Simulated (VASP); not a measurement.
# Ba4Er in VASP: a series of runs

The runs below take Ba4Er through single point, relaxation of cell and atoms, with PBE.

All numbers are computed with VASP 6.6.1; they aren't measurements. Logs are shortened: lines on timing, memory, paths and dates and some standing lists are left out, and cuts for length are marked.

### Step 1. The cell of the first run

The typed cell holds 5 atoms: a = 8.597 Å, b = 8.597 Å, c = 4.035 Å, α = 90.00°, β = 90.00°, γ = 90.00°.

The cell was generated, and may not be a known phase.

### Step 2. Single point, PBE

The input, INCAR:

```
PREC = Accurate ; ENCUT = 500
EDIFF = 1E-6 ; ISMEAR = 0
SIGMA = 0.2 ; LREAL = F
LASPH = T ; NELM = 200
ALGO = Normal ; ISIF = 2
LWAVE = F ; LCHARG = T
GGA = PE ; LELF = T
LVHAR = T ; NBANDS = 32
GGA_COMPAT = F ; LMAXMIX = 6
```

The input, KPOINTS:

```
regular mesh
0
Gamma
  3 3 4
```

The input, POSCAR:

```
Ba4Er
1.0
    8.5971647351      0.0000000000      0.0000000000
    0.0000000000      8.5971647351      0.0000000000
    0.0000000000      0.0000000000      4.0346385517
Ba Er
4 1
Direct
    0.7603619840      0.7603619840      0.2492509013
    0.2396380160      0.2396380160      0.2492509013
    0.2396380160      0.7603619840      0.2492509013
    0.7603619840      0.2396380160      0.2492509013
    0.5000000000      0.5000000000      0.7495434948
```

Potentials or basis: VASP PAW PBE potentials, release 64 (Ba_sv, Er_3), 4f in core.

Started as:

```console
cat potpaw_PBE.64/Ba_sv/POTCAR potpaw_PBE.64/Er_3/POTCAR > POTCAR
mpirun -np 1 vasp_std > vasp.out
```

OUTCAR:

```text
PREC = Accurate
   ENCUT = 500
   EDIFF = 1E-6
   ISMEAR = 0
   LREAL = F
   LASPH = T
   NELM = 200
   ISIF = 2
   GGA = PE

 ion  position               nearest neighbor table
   1  0.760  0.760  0.249-   5 3.75   5 3.75   4 4.12   3 4.12   4 4.48   3 4.48
   2  0.240  0.240  0.249-   5 3.75   5 3.75   4 4.12   3 4.12   4 4.48   3 4.48
   3  0.240  0.760  0.249-   5 3.75   5 3.75   2 4.12   1 4.12   1 4.48   2 4.48
   4  0.760  0.240  0.249-   5 3.75   5 3.75   2 4.12   1 4.12   1 4.48   2 4.48
   5  0.500  0.500  0.750-   1 3.75   2 3.75   3 3.75   4 3.75   1 3.75   2 3.75   3 3.75   4 3.75

  LATTYP: Found a simple tetragonal cell.
 ALAT       =     8.5971647351
 C/A-ratio  =     0.4692987370

  Lattice vectors:

 A1 = (   8.5971647351,   0.0000000000,   0.0000000000)
 A2 = (   0.0000000000,   8.5971647351,   0.0000000000)
 A3 = (   0.0000000000,   0.0000000000,   4.0346385517)

Analysis of symmetry for initial positions (statically):
=====================================================================
 Subroutine PRICEL returns:
 Original cell was already a primitive cell.

 Routine SETGRP: Setting up the symmetry group for a
 simple tetragonal supercell.

 Subroutine GETGRP returns: Found  8 space group operations
 (whereof  8 operations were pure point group operations)
 out of a pool of 16 trial point group operations.

The static configuration has the point symmetry C_4v.

Analysis of symmetry for dynamics (positions and initial velocities):
=====================================================================
 Subroutine PRICEL returns:
 Original cell was already a primitive cell.

 Routine SETGRP: Setting up the symmetry group for a
 simple tetragonal supercell.

 Subroutine GETGRP returns: Found  8 space group operations
 (whereof  8 operations were pure point group operations)
 out of a pool of 16 trial point group operations.

The dynamic configuration has the point symmetry C_4v.

 Subroutine INISYM returns: Found  8 space group operations
 (whereof  8 operations are pure point group operations),
 and found     1 'primitive' translations

----------------------------------------------------------------------------------------

                                     Primitive cell

  volume of cell :     298.2051

  direct lattice vectors                    reciprocal lattice vectors
     8.597164735  0.000000000  0.000000000     0.116317418  0.000000000  0.000000000
     0.000000000  8.597164735  0.000000000     0.000000000  0.116317418  0.000000000
     0.000000000  0.000000000  4.034638552     0.000000000  0.000000000  0.247853677

  length of vectors
     8.597164735  8.597164735  4.034638552     0.116317418  0.116317418  0.247853677

  position of ions in fractional coordinates (direct lattice)
     0.760361984  0.760361984  0.249250901
     0.239638016  0.239638016  0.249250901
     0.239638016  0.760361984  0.249250901
     0.760361984  0.239638016  0.249250901
     0.500000000  0.500000000  0.749543495

  ion indices of the primitive-cell ions
   primitive index   ion index
                 1           1
                 2           2
                 3           3
                 4           4
                 5           5

----------------------------------------------------------------------------------------

 KPOINTS: regular mesh

Automatic generation of k-mesh.
 Grid dimensions read from file:
 generate k-points for:    3    3    4

 Generating k-lattice:

  Cartesian coordinates                     Fractional coordinates (reciprocal lattice)
     0.038772473  0.000000000  0.000000000     0.333333333  0.000000000  0.000000000
     0.000000000  0.038772473  0.000000000     0.000000000  0.333333333  0.000000000
     0.000000000  0.000000000  0.061963419     0.000000000  0.000000000  0.250000000

  Length of vectors
     0.038772473  0.038772473  0.061963419

  Shift w.r.t. Gamma in fractional coordinates (k-lattice)
     0.000000000  0.000000000  0.000000000

 Subroutine IBZKPT returns following result:
 ===========================================

 Found      9 irreducible k-points:

 Following reciprocal coordinates:
            Coordinates               Weight
  0.000000  0.000000  0.000000      1.000000
  0.333333  0.000000  0.000000      4.000000
  0.333333  0.333333  0.000000      4.000000
  0.000000  0.000000  0.250000      2.000000
  0.333333  0.000000  0.250000      8.000000
  0.333333  0.333333  0.250000      8.000000
  0.000000  0.000000  0.500000      1.000000
  0.333333  0.000000  0.500000      4.000000
  0.333333  0.333333  0.500000      4.000000
   k-points           NKPTS =      9   k-points in BZ     NKDIM =      9   number of bands    NBANDS=     32
   number of dos      NEDOS =    301   number of ions     NIONS =      5
   total plane-waves  NPLWV = 122880
   dimension x,y,z NGX =    64 NGY =   64 NGZ =   30
   dimension x,y,z NGXF=   128 NGYF=  128 NGZF=   60
   ions per type =               4   1
   NGX,Y,Z   is equivalent  to a cutoff of  12.38, 12.38, 12.36 a.u.
   NGXF,Y,Z  is equivalent  to a cutoff of  24.75, 24.75, 24.72 a.u.
 SYSTEM =  unknown system
   PREC   = accura    normal or accurate (medium, high low for compatibility)
   ISTART =      0    job   : 0-new  1-cont  2-samecut
   ICHARG =      2    charge: 1-file 2-atom 10-const
   ISPIN  =      1    spin polarized calculation?
   LNONCOLLINEAR =      F non collinear calculations
   LSORBIT =      F    spin-orbit coupling
   LASPH  =      T    aspherical Exc in radial PAW
   ENCUT  =  500.0 eV  36.75 Ry    6.06 a.u.  15.67 15.67  7.36*2*pi/ulx,y,z
   NELM   =    200;   NELMIN=  2; NELMDL= -5     # of ELM steps
   EDIFF  = 0.1E-05   stopping-criterion for ELM
   LREAL  =      F    real-space projection
   EDIFFG = 0.1E-04   stopping-criterion for IOM
   NSW    =      0    number of steps for IOM
   IBRION =     -1    ionic relax: 0-MD 1-quasi-New 2-CG
   NFREE  =      0    steps in history (QN), initial steepest desc. (CG)
   ISIF   =      2    stress and relaxation
   ISYM   =      2    0-nonsym 1-usesym 2-fastsym
   POTIM  = 0.5000    time-step for ionic-motion
   TEBEG  =    0.0;   TEEND  =   0.0 temperature during run
   PSTRESS=    0.0 pullay stress
   NELECT =      49.0000    total number of electrons
   NUPDOWN=      -1.0000    fix difference up-down
   EMIN   =  10.00;   EMAX   =-10.00  energy-range for DOS
   EFERMI =   0.00;   METHOD = LEGACY
   ISMEAR =     0;   SIGMA  =   0.20  broadening in eV -4-tet -1-fermi 0-gaus
   EFERMI_NEDOS =   21; number of points for ismear=-14 and -15
   IALGO  =     38    algorithm
   IMIX   =      4    mixing-type and parameters
     AMIX     =   0.40;   BMIX     =  1.00
     AMIX_MAG =   1.60;   BMIX_MAG =  1.00
  volume/ion in A,a.u.               =      59.64       402.48
  Fermi-wavevector in a.u.,A,eV,Ry     =   0.896675  1.694470 10.939443  0.804026
  Thomas-Fermi vector in A             =   2.019163
   LORBIT       =      0    0 simple, 1 ext, 2 COOP (PROOUT), +10 PAW based schemes
   GGA     = PE    functional components
   LHFCALC =     F    Hartree Fock is set to
   AEXX    =    0.0000 exact exchange contribution
   IVDW    =     0    specifies the selected vdW correction
   LEPSILON=     F    determine dielectric tensor
   LRPA    =     F    only Hartree local field effects (RPA)
 non-spin polarized calculation
 Gauss-broadening in eV      SIGMA  =   0.20
  energy-cutoff  :      500.00
  volume of cell :      298.21
 maximum number of plane-waves:      7615
 NGX is ok and might be reduce to    64
   NGX = 31   NGY = 31   NGZ = 15

 number of electron      49.0000002 magnetization

 Free energy of the ion-electron system (eV)
  ---------------------------------------------------
  ext. energy  EPLUGINS =         0.00000000
  ---------------------------------------------------
  free energy    TOTEN  =       -10.09561090 eV

  energy without entropy =       -9.87096036  energy(sigma->0) =       -9.98328563

 E-fermi :   1.4801     XC(G=0):  -7.4485

 val. band max:        1.4626604513   @ k =   0.0000   0.0000   0.5000
 cond. band min:       1.4888519986   @ k =   0.3333   0.0000   0.2500
 fundamental gap:      0.0261915473
 Fermi energy:         1.4801156255

 k-point     1 :       0.0000    0.0000    0.0000
  band No.  band energies     occupation
      1     -27.3730      2.00000
      2     -27.3488      2.00000
      3     -27.3488      2.00000
      4     -27.3229      2.00000
      5     -23.9192      2.00000
      6     -23.9192      2.00000
[... 24 lines left out ...]
     31       3.2050      0.00000
     32       3.2051      0.00000

 k-point     2 :       0.3333    0.0000    0.0000
  band No.  band energies     occupation
      1     -27.3692      2.00000
      2     -27.3526      2.00000
      3     -27.3438      2.00000
      4     -27.3279      2.00000
      5     -23.9192      2.00000
      6     -23.9192      2.00000
[... 24 lines left out ...]
     31       3.0797      0.00000
     32       3.1481      0.00000

 k-point     3 :       0.3333    0.3333    0.0000
  band No.  band energies     occupation
      1     -27.3647      2.00000
      2     -27.3489      2.00000
      3     -27.3478      2.00000
      4     -27.3322      2.00000
      5     -23.9192      2.00000
      6     -23.9192      2.00000
[... 24 lines left out ...]
     31       2.9495      0.00000
     32       3.1441      0.00000

 k-point     4 :       0.0000    0.0000    0.2500
  band No.  band energies     occupation
      1     -27.3498      2.00000
      2     -27.3251      2.00000
      3     -27.3251      2.00000
      4     -27.3001      2.00000
      5     -23.9165      2.00000
      6     -23.9165      2.00000
[... 129 lines left out ...]
     31       3.4293      0.00000
     32       3.4690      0.00000

 k-point     8 :       0.3333    0.0000    0.5000
  band No.  band energies     occupation
      1     -27.3217      2.00000
      2     -27.3059      2.00000
      3     -27.2969      2.00000
      4     -27.2813      2.00000
      5     -23.9139      2.00000
      6     -23.9139      2.00000
[... 24 lines left out ...]
     31       2.9375      0.00000
     32       2.9897      0.00000

 k-point     9 :       0.3333    0.3333    0.5000
  band No.  band energies     occupation
      1     -27.3172      2.00000
      2     -27.3016      2.00000
      3     -27.3012      2.00000
      4     -27.2858      2.00000
      5     -23.9139      2.00000
      6     -23.9139      2.00000
[... 24 lines left out ...]
     31       2.6317      0.00000
     32       2.8081      0.00000

------------------------ aborting loop because EDIFF is reached ----------------------------------------

  FORCE on cell =-STRESS in cart. coord.  units (eV):
  Direction    XX          YY          ZZ          XY          YZ          ZX
  --------------------------------------------------------------------------------------
  -------------------------------------------------------------------------------------
  Total        0.5953836      0.5953836      0.6103047      0.0000000     -0.0000000      0.0000000
  in kB        3.1988387      3.1988387      3.2790059      0.0000000     -0.0000000      0.0000000
  external PRESSURE =       3.2255611 kB  Pullay stress =       0.0000000 kB

 VOLUME and BASIS-vectors are now :
 -----------------------------------------------------------------------------
  energy-cutoff  :      500.00
  volume of cell :      298.21
      direct lattice vectors                 reciprocal lattice vectors
     8.597164735  0.000000000  0.000000000     0.116317418  0.000000000  0.000000000
     0.000000000  8.597164735  0.000000000     0.000000000  0.116317418  0.000000000
     0.000000000  0.000000000  4.034638552     0.000000000  0.000000000  0.247853677

 POSITION                                       TOTAL-FORCE (eV/Angst)
 -----------------------------------------------------------------------------------
      6.53696      6.53696      1.00564         0.027038      0.027038      0.000581
      2.06021      2.06021      1.00564        -0.027038     -0.027038      0.000581
      2.06021      6.53696      1.00564        -0.027038      0.027038      0.000581
      6.53696      2.06021      1.00564         0.027038     -0.027038      0.000581
      4.29858      4.29858      3.02414         0.000000      0.000000     -0.002326
 -----------------------------------------------------------------------------------
    total drift:                                0.000000      0.000000     -0.000062

  FREE ENERGIE OF THE ION-ELECTRON SYSTEM (eV)
  ---------------------------------------------------
  free  energy   TOTEN  =       -10.0956109010 eV

  energy  without entropy=       -9.8709603648  energy(sigma->0) =       -9.98328563
```

Wall time 64 s (1 thread of Intel Xeon Platinum 8488C (Sapphire Rapids), shared host); peak memory 0.37 GiB.

What came out:

```yaml
Free_energy: -10.0956 eV
Pressure: 0.3 GPa
Largest_force: 0.038 eV/Å
Band_gap_on_the_k_mesh: zero (an odd number of electrons rules out a gap without spin polarisation)
```

Forces on the atoms (eV/Å):
```
Ba   0.027  0.027  0.001
Ba  -0.027 -0.027  0.001
Ba  -0.027  0.027  0.001
Ba   0.027 -0.027  0.001
Er   0.000  0.000 -0.002
```

Caveat: the k points lie up to 0.39 Å⁻¹ apart, too coarse for converged energies and pressures of a metal; spin-orbit coupling is left out, which moves the levels of the heavy elements; the 4f electrons are frozen in the core, so they carry no moment and show no levels. Spin polarisation is off, so any magnetic state and its effect on volume and gap are missing.

### Step 3. Single point, PBE

The input, INCAR:

```
SYSTEM = Ba4Er
PREC = Accurate
ENCUT = 500
EDIFF = 1E-6
ISMEAR = 0
SIGMA = 0.1
LREAL = .FALSE.
LASPH = .TRUE.
NELM = 200
ALGO = Normal
ISIF = 2
LWAVE = .FALSE.
LCHARG = .FALSE.
GGA = PE
NBANDS = 32
GGA_COMPAT = .FALSE.
LMAXMIX = 6
```

The input, KPOINTS:

```
Automatic mesh
0
G
  2 2 4
  0 0 0
```

The input, POSCAR:

```
Ba4Er
1.0
    8.5971647351      0.0000000000      0.0000000000
    0.0000000000      8.5971647351      0.0000000000
    0.0000000000      0.0000000000      4.0346385517
Ba Er
4 1
Direct
    0.7603619840      0.7603619840      0.0000000000
    0.2396380160      0.2396380160      0.0000000000
    0.2396380160      0.7603619840      0.0000000000
    0.7603619840      0.2396380160      0.0000000000
    0.5000000000      0.5000000000      0.5000000000
```

Potentials or basis: VASP PAW PBE potentials, release 64 (Ba_sv, Er_3), 4f in core.

Started as:

```console
cat potpaw_PBE.64/Ba_sv/POTCAR potpaw_PBE.64/Er_3/POTCAR > POTCAR
mpirun -np 1 vasp_std > vasp.out
```

Wall time 65 s (1 thread of Intel Xeon Platinum 8488C (Sapphire Rapids), shared host); peak memory 0.37 GiB.

Results (log left out):

* Free energy: -9.9802 eV
* Pressure: 0.2 GPa
* Largest force: 0.111 eV/Å
* Band gap on the k mesh: zero (an odd number of electrons rules out a gap without spin polarisation)

Forces in eV/Å, atoms in the order of the input:
```
Ba   0.079  0.079  0.000
Ba  -0.079 -0.079  0.000
Ba  -0.079  0.079  0.000
Ba   0.079 -0.079  0.000
Er   0.000  0.000  0.000
```

Levels at points of the mesh, in eV from the Fermi level:
```tsv
k point	band 22	band 23	band 24	band 25	band 26	band 27	band 28	band 29
(0.00, 0.00, 0.00)	-0.96	-0.96	-0.52	-0.21	-0.10	0.04	0.69	0.69
(0.50, 0.00, 0.00)	-0.95	-0.58	-0.34	-0.29	-0.05	0.24	0.44	0.74
(0.50, 0.50, 0.00)	-1.19	-1.19	-0.52	-0.03	0.43	0.62	0.62	1.04
(0.00, 0.00, 0.50)	-0.78	-0.34	-0.34	-0.03	-0.03	0.36	0.44	0.45
(0.50, 0.00, 0.50)	-0.47	-0.44	-0.23	-0.06	0.01	0.14	0.60	0.97
(0.50, 0.50, 0.50)	-0.07	-0.07	0.01	0.01	0.11	0.24	0.63	0.63
```

Caveat: the k points lie up to 0.39 Å⁻¹ apart, too coarse for converged energies and pressures of a metal; spin-orbit coupling is left out, which moves the levels of the heavy elements; the 4f electrons are frozen in the core, so they carry no moment and show no levels.

(Continued in part 2 of 2.)

The gap in the log of VASP goes by the Fermi energy; the results here count the filled bands.